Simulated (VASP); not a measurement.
# KCl (F-43m) in VASP: settings compared

KCl is run at these levels: PBEsol, PBE; tasks: vibrations by perturbation theory, dielectric tensor.

Program: VASP 6.6.1. These are calculated values, not measurements. Logs are shortened: lines on timing, memory, paths and dates and some standing lists are left out, and cuts for length are marked.

### 1 The cell of the first run

It takes space group F-43m (No. 216, cubic). The conventional cell has a = 6.947 Å, b = 6.947 Å, c = 6.947 Å, α = 90.00°, β = 90.00°, γ = 90.00°. K (site symmetry -43m) has 4 Cl at 3.01 Å within 4.0 Å. Within 4.0 Å of Cl (site symmetry -43m) lie 4 K at 3.01 Å.

### 2 Vibrations by perturbation theory, PBEsol

INCAR reads:

```
  PREC = Accurate
  ENCUT = 520
  EDIFF = 1E-8
  ISMEAR = 0
  SIGMA = 0.01
  LREAL = F
  LASPH = T
  NELM = 100
  ALGO = Normal
  ISIF = 2
  LWAVE = F
  LCHARG = T
  GGA = PS
  NBANDS = 15
  IBRION = 8
  NSW = 1
  LEPSILON = T
```

KPOINTS reads:

```
Automatic mesh
0
Gamma
  6 6 6
```

POSCAR reads:

```
KCl
1.0
    0.0000000000      3.4732801712      3.4732801712
    3.4732801712      0.0000000000      3.4732801712
    3.4732801712      3.4732801712      0.0000000000
K Cl
1 1
Direct
    0.0000000000      0.0000000000      0.0000000000
    0.2500000000      0.2500000000      0.2500000000
```

Potentials or basis: VASP PAW PBE potentials, release 64 (K_sv, Cl).

Started as:

```console
$ cat potpaw_PBE.64/K_sv/POTCAR potpaw_PBE.64/Cl/POTCAR > POTCAR
$ mpirun -np 1 vasp_std > vasp.out
```

OUTCAR:

```text
PREC = Accurate
   ENCUT = 520
   EDIFF = 1E-8
   ISMEAR = 0
   LREAL = F
   LASPH = T
   NELM = 100
   ISIF = 2
   GGA = PS
   IBRION = 8
   NSW = 1
   LEPSILON = T

 ion  position               nearest neighbor table
   1  0.000  0.000  0.000-   2 3.01   2 3.01   2 3.01   2 3.01
   2  0.250  0.250  0.250-   1 3.01   1 3.01   1 3.01   1 3.01

  LATTYP: Found a face centered cubic cell.
 ALAT       =     6.9465603424

  Lattice vectors:

 A1 = (   0.0000000000,   3.4732801712,   3.4732801712)
 A2 = (   3.4732801712,   0.0000000000,   3.4732801712)
 A3 = (   3.4732801712,   3.4732801712,   0.0000000000)

Analysis of symmetry for initial positions (statically):
=====================================================================
 Subroutine PRICEL returns:
 Original cell was already a primitive cell.

 Routine SETGRP: Setting up the symmetry group for a
 face centered cubic supercell.

 Subroutine GETGRP returns: Found 24 space group operations
 (whereof 24 operations were pure point group operations)
 out of a pool of 48 trial point group operations.

The static configuration has the point symmetry T_d .

Analysis of symmetry for dynamics (positions and initial velocities):
=====================================================================
 Subroutine PRICEL returns:
 Original cell was already a primitive cell.

 Routine SETGRP: Setting up the symmetry group for a
 face centered cubic supercell.

 Subroutine GETGRP returns: Found 24 space group operations
 (whereof 24 operations were pure point group operations)
 out of a pool of 48 trial point group operations.

The dynamic configuration has the point symmetry T_d .

 Subroutine INISYM returns: Found 24 space group operations
 (whereof 24 operations are pure point group operations),
 and found     1 'primitive' translations

----------------------------------------------------------------------------------------
[... 509 lines left out ...]
     0.00000 -2.52434 -0.00019

 MACROSCOPIC STATIC DIELECTRIC TENSOR (including local field effects in DFT)
 ------------------------------------------------------
           1.953833     0.000000     0.000000
          -0.000000     1.953833     0.000000
           0.000000    -0.000000     1.953833
 ------------------------------------------------------

 PIEZOELECTRIC TENSOR (including local field effects)  for field in x, y, z        (e  Angst)
          XX          YY          ZZ          XY          YZ          ZX
  --------------------------------------------------------------------------------
  x     0.00000     0.00000    -0.00000     0.00000    -0.48629     0.00000
  y    -0.00000     0.00000    -0.00000     0.00000     0.00000    -0.48629
  z     0.00000    -0.00000     0.00000    -0.48629     0.00000     0.00000

 PIEZOELECTRIC TENSOR (including local field effects)  for field in x, y, z        (C/m^2)
          XX          YY          ZZ          XY          YZ          ZX
  --------------------------------------------------------------------------------
  x     0.00000     0.00000    -0.00000     0.00000    -0.09297     0.00000
  y    -0.00000     0.00000    -0.00000     0.00000     0.00000    -0.09297
  z     0.00000    -0.00000     0.00000    -0.09297     0.00000     0.00000

 BORN EFFECTIVE CHARGES (including local field effects) (in |e|, cummulative output)
 ---------------------------------------------------------------------------------
 ion    1
    1     1.04301     0.00000    -0.00000
    2     0.00000     1.04301     0.00000
    3    -0.00000     0.00000     1.04301
 ion    2
    1    -1.04301     0.00000     0.00000
    2     0.00000    -1.04301    -0.00000
    3     0.00000    -0.00000    -1.04301

 INTERNAL STRAIN TENSOR FOR ION    2 for displacements in x,y,z  (eV/Angst):
          X           Y           Z          XY          YZ          ZX
  --------------------------------------------------------------------------------
  x    -0.00000     0.00000     0.00000     0.00000    -2.52434     0.00000
  y     0.00000     0.00000     0.00000     0.00000     0.00000    -2.52434
  z     0.00000     0.00000    -0.00000    -2.52434     0.00000     0.00000

 SECOND DERIVATIVES (NOT SYMMETRIZED)
 ------------------------------------
               1X          1Y          1Z          2X          2Y          2Z
  1X    -1.591572    0.000000    0.000000    1.591572    0.000000    0.000000
  1Y     0.000000   -1.591572    0.000000    0.000000    1.591572    0.000000
  1Z     0.000000    0.000000   -1.591572    0.000000    0.000000    1.591572
  2X     1.595667    0.000000    0.000000   -1.595667    0.000000    0.000000
  2Y     0.000000    1.595667    0.000000    0.000000   -1.595667    0.000000
  2Z     0.000000    0.000000    1.595667    0.000000    0.000000   -1.595667

 Eigenvectors and eigenvalues of the dynamical matrix
 ----------------------------------------------------

   1 f  =    4.576988 THz    28.758063 2PiTHz  152.671883 cm-1    18.928893 meV
             X         Y         Z           dx          dy          dz
      0.000000  0.000000  0.000000     0.000000    0.689139    0.000000
      1.736640  1.736640  1.736640     0.000000   -0.724629    0.000000
[... 21 lines left out ...]
   6 f/i=    0.002936 THz     0.018450 2PiTHz    0.097948 cm-1     0.012144 meV
             X         Y         Z           dx          dy          dz
      0.000000  0.000000  0.000000     0.000000    0.000000    0.724629
      1.736640  1.736640  1.736640     0.000000    0.000000    0.689139

--------------------------------------------------------------------------------------------------------

 MACROSCOPIC STATIC DIELECTRIC TENSOR IONIC CONTRIBUTION
 ------------------------------------------------------
           1.474042    -0.000000    -0.000000
          -0.000000     1.474042     0.000000
          -0.000000     0.000000     1.474042
 ------------------------------------------------------

 ELASTIC MODULI CONTR FROM IONIC RELAXATION (kBar)
 Direction    XX          YY          ZZ          XY          YZ          ZX
 --------------------------------------------------------------------------------
 XX          -0.0000      0.0000      0.0000      0.0000     -0.0000      0.0000
 YY           0.0000     -0.0000      0.0000      0.0000      0.0000      0.0000
 ZZ           0.0000      0.0000     -0.0000     -0.0000      0.0000      0.0000
 XY           0.0000      0.0000     -0.0000    -75.6187      0.0000      0.0000
 YZ          -0.0000      0.0000      0.0000      0.0000    -75.6187      0.0000
 ZX           0.0000      0.0000      0.0000      0.0000      0.0000    -75.6187
 --------------------------------------------------------------------------------

 PIEZOELECTRIC TENSOR IONIC CONTR  for field in x, y, z        (C/m^2)
          XX          YY          ZZ          XY          YZ          ZX
  --------------------------------------------------------------------------------
  x     0.00000     0.00000    -0.00000    -0.00000     0.31415     0.00000
  y     0.00000    -0.00000     0.00000     0.00000     0.00000     0.31415
  z    -0.00000    -0.00000     0.00000     0.31415    -0.00000     0.00000
```

OSZICAR:

```text
N       E                     dE             d eps       ncg     rms          rms(c)
DAV:   1     0.101128251551E+03    0.10113E+03   -0.67251E+03   480   0.921E+02
DAV:   2     0.546726000919E+00   -0.10058E+03   -0.93225E+02   627   0.227E+02
DAV:   3    -0.689173232439E+01   -0.74385E+01   -0.74007E+01   627   0.545E+01
DAV:   4    -0.719929055532E+01   -0.30756E+00   -0.30742E+00   818   0.100E+01
[... 250 lines left out ...]
RMM:  10    -0.201298163942E+00    0.51171E-06    0.71703E-06  3487   0.305E-04    0.340E-05
RMM:  11    -0.201297781760E+00    0.38218E-06   -0.34874E-06  3512   0.137E-04    0.192E-05
RMM:  12    -0.201297846096E+00   -0.64337E-07   -0.46354E-07  3583   0.591E-05    0.105E-05
RMM:  13    -0.201297849832E+00   -0.37359E-08   -0.68653E-09  3568   0.272E-05    0.325E-06
 Linear response finished
```

stdout:

```text
POSCAR found type information on POSCAR K Cl
 POSCAR found :  2 types and       2 ions
 scaLAPACK will be used
 -----------------------------------------------------------------------------
|                                                                             |
|                                                                             |
|     You enforced a specific xc type in the INCAR file but a different       |
[... 39 lines left out ...]
 force on displaced ion       1 direction 1 :  -1.592   0.000   0.000
 Born effective charge ion    1 direction 1 :   1.043   0.000   0.000
 Linear response progress:
 first order change of Fermi-energy  -0.47696E+00
 force on displaced ion       2 direction 1 :  -1.596   0.000   0.000
 Born effective charge ion    2 direction 1 :  -1.043   0.000   0.000
 Born effective charges drift removed
 Linear response finished
```

It took 6.1 min on 1 thread of Intel Xeon 6975P-C (Granite Rapids), shared host; peak memory 0.39 GiB.

Results:

| Quantity | Value |
| --- | --- |
| Electronic dielectric tensor (diagonal) | 1.95 |
| Born charges (mean of the diagonal) | K +1.04; Cl -1.04 e |
| Highest phonon frequency at Γ, LO-TO splitting left out | 153 cm⁻¹ |

Phonon frequencies in cm⁻¹ (negative: imaginary):
```csv
q point,frequencies
"(0.000, 0.000, 0.000)",0 0 0 153 153 153
```

Electronic dielectric tensor:
```
1.95 0.00 0.00
0.00 1.95 0.00
0.00 0.00 1.95
```

Born effective charge tensors (e):
atom 1, K
```
1.04 0.00 0.00
0.00 1.04 0.00
0.00 0.00 1.04
```
atom 2, Cl
```
-1.04  0.00  0.00
 0.00 -1.04  0.00
 0.00  0.00 -1.04
```

Caveat: the structure was generated, so it needn't be the stable form of KCl; the PAW data sets were made with another functional, which shifts forces and pressure a little.

### 3 Dielectric tensor, PBE

This run uses another cell than the first one, of 43.14 Å³/atom.

INCAR reads:

```
SYSTEM = KCl
PREC     = Accurate       ! precision mode
ENCUT    = 520            ! plane-wave cutoff, eV
EDIFF    = 1E-8           ! SCF threshold, eV
ISMEAR   = 0              ! smearing method
SIGMA    = 0.01           ! smearing width, eV
LREAL    = .FALSE.        ! projectors in reciprocal space
LASPH    = .TRUE.         ! aspherical terms in the spheres
NELM     = 100            ! most SCF steps
ALGO     = Normal         ! electronic algorithm
ISIF     = 2              ! what is computed and relaxed
LWAVE    = .FALSE.        ! write WAVECAR
LCHARG   = .FALSE.        ! write CHGCAR
GGA      = PE             ! functional
LEPSILON = .TRUE.         ! dielectric tensor by DFPT
```

KPOINTS reads:

```
regular mesh
0
G
  6 6 6
  0 0 0
```

POSCAR reads:

```
KCl
1.0
    0.0000000000      3.5072828382      3.5072828382
    3.5072828382      0.0000000000      3.5072828382
    3.5072828382      3.5072828382      0.0000000000
K Cl
1 1
Direct
    0.0000000000      0.0000000000      0.0000000000
    0.2500000000      0.2500000000      0.2500000000
```

Potentials or basis: VASP PAW PBE potentials, release 64 (K_sv, Cl).

Started as:

```console
$ cat potpaw_PBE.64/K_sv/POTCAR potpaw_PBE.64/Cl/POTCAR > POTCAR
$ mpirun -np 1 vasp_std > vasp.out
```

OUTCAR:

```text
SYSTEM = KCl
   PREC = Accurate
   ENCUT = 520
   EDIFF = 1E-8
   ISMEAR = 0
   LREAL = .FALSE.
   LASPH = .TRUE.
   NELM = 100
   ISIF = 2
   GGA = PE
   LEPSILON = .TRUE.

 ion  position               nearest neighbor table
   1  0.000  0.000  0.000-   2 3.04   2 3.04   2 3.04   2 3.04
   2  0.250  0.250  0.250-   1 3.04   1 3.04   1 3.04   1 3.04

  LATTYP: Found a face centered cubic cell.
 ALAT       =     7.0145656764

  Lattice vectors:

 A1 = (   0.0000000000,   3.5072828382,   3.5072828382)
 A2 = (   3.5072828382,   0.0000000000,   3.5072828382)
 A3 = (   3.5072828382,   3.5072828382,   0.0000000000)

Analysis of symmetry for initial positions (statically):
=====================================================================
 Subroutine PRICEL returns:
 Original cell was already a primitive cell.

 Routine SETGRP: Setting up the symmetry group for a
 face centered cubic supercell.

 Subroutine GETGRP returns: Found 24 space group operations
 (whereof 24 operations were pure point group operations)
 out of a pool of 48 trial point group operations.

The static configuration has the point symmetry T_d .

Analysis of symmetry for dynamics (positions and initial velocities):
=====================================================================
 Subroutine PRICEL returns:
 Original cell was already a primitive cell.

 Routine SETGRP: Setting up the symmetry group for a
 face centered cubic supercell.

 Subroutine GETGRP returns: Found 24 space group operations
 (whereof 24 operations were pure point group operations)
 out of a pool of 48 trial point group operations.

The dynamic configuration has the point symmetry T_d .

 Subroutine INISYM returns: Found 24 space group operations
 (whereof 24 operations are pure point group operations),
 and found     1 'primitive' translations

----------------------------------------------------------------------------------------

                                     Primitive cell

  volume of cell :      86.2864

  direct lattice vectors                    reciprocal lattice vectors
     0.000000000  3.507282838  3.507282838    -0.142560501  0.142560501  0.142560501
     3.507282838  0.000000000  3.507282838     0.142560501 -0.142560501  0.142560501
     3.507282838  3.507282838  0.000000000     0.142560501  0.142560501 -0.142560501

  length of vectors
     4.960046957  4.960046957  4.960046957     0.246922032  0.246922032  0.246922032

  position of ions in fractional coordinates (direct lattice)
     0.000000000  0.000000000  0.000000000
     0.250000000  0.250000000  0.250000000

  ion indices of the primitive-cell ions
   primitive index   ion index
                 1           1
                 2           2

[... 337 lines left out ...]
 k-point    16 :      -0.3333    0.5000    0.1667
  band No.  band energies     occupation
      1     -30.4502      2.00000
      2     -15.1852      2.00000
      3     -13.9839      2.00000
      4     -13.9758      2.00000
      5     -13.6631      2.00000
      6      -3.5180      2.00000
      7      -3.3093      2.00000
      8      -3.2134      2.00000
      9       3.6183      0.00000
     10       4.4732      0.00000
     11       6.5753      0.00000
     12       6.7216      0.00000

  FORCE on cell =-STRESS in cart. coord.  units (eV):
  Direction    XX          YY          ZZ          XY          YZ          ZX
  --------------------------------------------------------------------------------------
  -------------------------------------------------------------------------------------
  Total        0.1579317      0.1579317      0.1579317      0.0000000      0.0000000      0.0000000
  in kB        2.9324969      2.9324969      2.9324969      0.0000000      0.0000000      0.0000000
  external PRESSURE =       2.9324969 kB  Pullay stress =       0.0000000 kB

 VOLUME and BASIS-vectors are now :
 -----------------------------------------------------------------------------
  energy-cutoff  :      520.00
  volume of cell :       86.29
      direct lattice vectors                 reciprocal lattice vectors
     0.000000000  3.507282838  3.507282838    -0.142560501  0.142560501  0.142560501
     3.507282838  0.000000000  3.507282838     0.142560501 -0.142560501  0.142560501
     3.507282838  3.507282838  0.000000000     0.142560501  0.142560501 -0.142560501

 POSITION                                       TOTAL-FORCE (eV/Angst)
 -----------------------------------------------------------------------------------
      0.00000      0.00000      0.00000         0.000000      0.000000      0.000000
      1.75364      1.75364      1.75364        -0.000000     -0.000000     -0.000000
 -----------------------------------------------------------------------------------
    total drift:                               -0.000000     -0.000000     -0.000000

  FREE ENERGIE OF THE ION-ELECTRON SYSTEM (eV)
  ---------------------------------------------------
  free  energy   TOTEN  =        -6.6186344007 eV

  energy  without entropy=       -6.6186344007  energy(sigma->0) =       -6.61863440

 HEAD OF MICROSCOPIC STATIC DIELECTRIC TENSOR (INDEPENDENT PARTICLE, excluding Hartree and local field effects)
 ------------------------------------------------------
           2.155313     0.000000     0.000000
          -0.000000     2.155313     0.000000
           0.000000    -0.000000     2.155313
 ------------------------------------------------------

 Free energy of the ion-electron system (eV)
  ---------------------------------------------------
  ---------------------------------------------------
  free energy    TOTEN  =        -0.25116305 eV

  energy without entropy =       -0.25116305

------------------------ aborting loop because EDIFF is reached ----------------------------------------

--------------------------------------- Ionic step        2  -------------------------------------------

------------------------ aborting loop because EDIFF is reached ----------------------------------------

--------------------------------------- Ionic step        3  -------------------------------------------

 Free energy of the ion-electron system (eV)
  ---------------------------------------------------
  ---------------------------------------------------
  free energy    TOTEN  =        -0.25116295 eV

  energy without entropy =       -0.25116295

------------------------ aborting loop because EDIFF is reached ----------------------------------------

 PIEZOELECTRIC TENSOR FIELD DIRECTION 3  (e Angst)
 -----------------------------------------------------------------------------
     0.00023 -0.48435  0.00000           ( -0.00000  0.02129  0.00000)
    -0.48435  0.00023  0.00000           (  0.02129 -0.00000  0.00000)
     0.00000  0.00000 -0.00047           (  0.00000  0.00000 -0.00000)

 PIEZOELECTRIC TENSOR FIELD DIRECTION 3  (C/m^2)
 -----------------------------------------------------------------------------
     0.00004 -0.08993  0.00000
    -0.08993  0.00004  0.00000
     0.00000  0.00000 -0.00009

 MACROSCOPIC STATIC DIELECTRIC TENSOR (including local field effects in DFT)
 ------------------------------------------------------
           1.920263     0.000000    -0.000000
          -0.000000     1.920263     0.000000
           0.000000     0.000000     1.920263
 ------------------------------------------------------

 PIEZOELECTRIC TENSOR (including local field effects)  for field in x, y, z        (e  Angst)
          XX          YY          ZZ          XY          YZ          ZX
  --------------------------------------------------------------------------------
  x     0.00000    -0.00000     0.00000     0.00000    -0.48556    -0.00000
  y     0.00000     0.00000    -0.00000    -0.00000     0.00000    -0.48556
  z     0.00000     0.00000     0.00000    -0.48556    -0.00000     0.00000

 PIEZOELECTRIC TENSOR (including local field effects)  for field in x, y, z        (C/m^2)
          XX          YY          ZZ          XY          YZ          ZX
  --------------------------------------------------------------------------------
  x     0.00000    -0.00000     0.00000     0.00000    -0.09016    -0.00000
  y     0.00000     0.00000    -0.00000    -0.00000     0.00000    -0.09016
  z     0.00000     0.00000     0.00000    -0.09016    -0.00000     0.00000

 BORN EFFECTIVE CHARGES (including local field effects) (in |e|, cummulative output)
 ---------------------------------------------------------------------------------
 ion    1
    1     1.04480     0.00000    -0.00000
    2    -0.00000     1.04480     0.00000
    3     0.00000     0.00000     1.04480
 ion    2
    1    -1.04480    -0.00000     0.00000
    2     0.00000    -1.04480    -0.00000
    3    -0.00000    -0.00000    -1.04480
```

Wall time 3.7 min (1 thread of Intel Xeon 6975P-C (Granite Rapids), shared host); peak memory 0.34 GiB.

What came out:

- Band gap on the k mesh: 4.77 eV (least direct gap 4.81 eV)
- Electronic dielectric tensor (diagonal): 1.92
- Born charges (mean of the diagonal): K +1.04; Cl -1.04 e

Electronic dielectric tensor:
```
1.92 0.00 0.00
0.00 1.92 0.00
0.00 0.00 1.92
```

Born effective charge tensors (e):
atom 1, K
```
1.04 0.00 0.00
0.00 1.04 0.00
0.00 0.00 1.04
```
atom 2, Cl
```
-1.04  0.00  0.00
 0.00 -1.04  0.00
 0.00  0.00 -1.04
```

Caveat: the structure was generated, so it needn't be the stable form of KCl. A k mesh can miss the band edges.
